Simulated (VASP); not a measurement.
Here is a VASP 6.6.1 calculation.

Contents of INCAR:

```
PREC = Accurate ; ENCUT = 520
EDIFF = 1E-6 ; ISMEAR = -1
SIGMA = 0.05 ; LREAL = Auto
LASPH = True ; NELM = 150
ALGO = Normal ; ISIF = 2
LWAVE = False ; LCHARG = False
ISPIN = 2 ; MAGMOM = 0 0 0 0 0 0 0 0.22 0 0.22 0.22 0.22 0 0 0 0.22
LORBIT = 11 ; GGA = PS
NBANDS = 86 ; NELECT = 136.0
```

File KPOINTS:

```
Automatic mesh
0
Gamma
  2 2 2
  0.5 0.5 0.5
```

POSCAR

```
Ga7SiN8
1.0
    6.3654920000      0.0000000000      0.0000000000
    0.0000000000      5.5126780000      0.0000000000
    0.0000000000      0.0000000000      5.1856180000
Ga Si N
7 1 8
Direct
    0.2346610000      0.1778810000      0.4891690000
    0.0050330000      0.6767720000      0.5014440000
    0.7507450000      0.1639490000      0.5057440000
    0.9952070000      0.3393340000      0.0100550000
    0.5006460000      0.3306780000      0.0108370000
    0.2538370000      0.8475700000      0.0201970000
    0.7585870000      0.8244780000      0.0012680000
    0.4974530000      0.6688710000      0.4916080000
    0.0005080000      0.3329840000      0.3629260000
    0.5016160000      0.3206120000      0.3827970000
    0.2432250000      0.8293580000      0.3880900000
    0.7501810000      0.8326560000      0.3816330000
    0.2337440000      0.1844750000      0.8855830000
    0.0089650000      0.6572350000      0.8891960000
    0.7509310000      0.1665510000      0.8729140000
    0.4985720000      0.6700350000      0.8687090000
```

Potentials or basis: VASP PAW PBE potentials, release 64 (Ga_d, Si, N).

Command:

```bash
$ cat potpaw_PBE.64/Ga_d/POTCAR potpaw_PBE.64/Si/POTCAR potpaw_PBE.64/N/POTCAR > POTCAR
$ mpirun -np 1 vasp_std > vasp.out
```

**Question.** What does it give for the largest force?

**Answer.** 2.412 eV/Å.

**Question.** What does it give for the net moment?

**Answer.** 0.00 μB per cell.

Forces in eV/Å, atoms in the order of the input:
```
Ga   1.284 -0.869  1.804
Ga  -1.283 -1.405  1.287
Ga   0.330  0.117 -0.011
Ga  -0.660 -0.422 -1.179
Ga  -0.301  0.093 -0.904
Ga   0.189 -0.243 -1.449
Ga  -0.714  0.514 -0.213
Si   0.252 -0.194  0.124
N   -1.277  1.135  1.702
N   -0.417  1.241  0.328
N    1.852  0.569  0.508
N   -0.717 -0.583  0.399
N    1.444 -1.079 -0.917
N   -0.101  1.361 -0.728
N   -0.012 -0.136  0.647
N    0.133 -0.099 -1.398
```

Caveat: the k points lie up to 0.61 Å⁻¹ apart; the cell carries a net charge on a neutralising background, which shifts energy and pressure; the PAW data sets were made with another functional, which shifts forces and pressure a little.
